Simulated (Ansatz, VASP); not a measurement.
## WC: VASP beside Ansatz

The input INCAR:

```
SYSTEM = WC
PREC = Accurate
ENCUT = 520
EDIFF = 1E-6
ISMEAR = 0
SIGMA = 0.15
LREAL = .False.
LASPH = .True.
NELM = 60
ALGO = Normal
ISIF = 2
LWAVE = .False.
LCHARG = .False.
GGA = PE
NBANDS = 16
```

The input KPOINTS:

```
Automatic mesh
0
Gamma
  18 18 16
  0 0 0
```

POSCAR

```
WC
1.0
    2.9005014360      0.0000000000      0.0000000000
   -1.4502507180      2.5119079273      0.0000000000
    0.0000000000      0.0000000000      2.8290000000
W C
1 1
Direct
   -0.1087639709     -0.0796207527      0.0000000000
    0.6666666667      0.3333333333      0.5000000000
```

Input for Ansatz:

```yaml
crystal:
  lattice:
    - [2.900501436, 0.0, 0.0]
    - [-1.450250718, 2.5119079273, 0.0]
    - [0.0, 0.0, 2.829]
  atoms:
    - { symbol: W, position: [-0.1087639709, -0.0796207527, 0.0] }
    - { symbol: C, position: [0.6666666667, 0.3333333333, 0.5] }
basis:
  ecutwfc: 420
kpoints:
  mp_grid: { grid: [18, 18, 16] }
hamiltonian:
  xc: pbe
scf:
  occupations: { method: gaussian, width: 0.15 }
output:
  forces: true
  stress: true
  eigenvalues: true
```

Alike in both runs: task single point; functional PBE; k mesh 18 × 18 × 16; occupations gaussian, width 0.15 eV; no spin polarisation.

```csv
,VASP,Ansatz
version,VASP 6.6.1,Ansatz 0.2.0
potentials or method,"VASP PAW PBE potentials, release 64 (W_sv, C), cutoff 520 eV","scalar-relativistic, plane waves, PAW"
valence electrons in the cell,18,18
```

```csv
,VASP,Ansatz,Ansatz less VASP
gap on the k mesh at the Fermi level (eV),none,none,-
pressure (GPa),20.6,19.4,-1.21
"traceless stress, the component that is largest in VASP (GPa)",-12.00,-11.69,+0.315
rms of the force components (eV/Å),2.155,2.147,-0.0081
```

Atom by atom the forces differ by 0.009 eV/Å (rms over components). A gap of «none» marks a metal or a gap that the smearing closes. The functional is the same, so the differences come from potentials, cutoffs and numerics.

Spin-orbit coupling is off throughout.
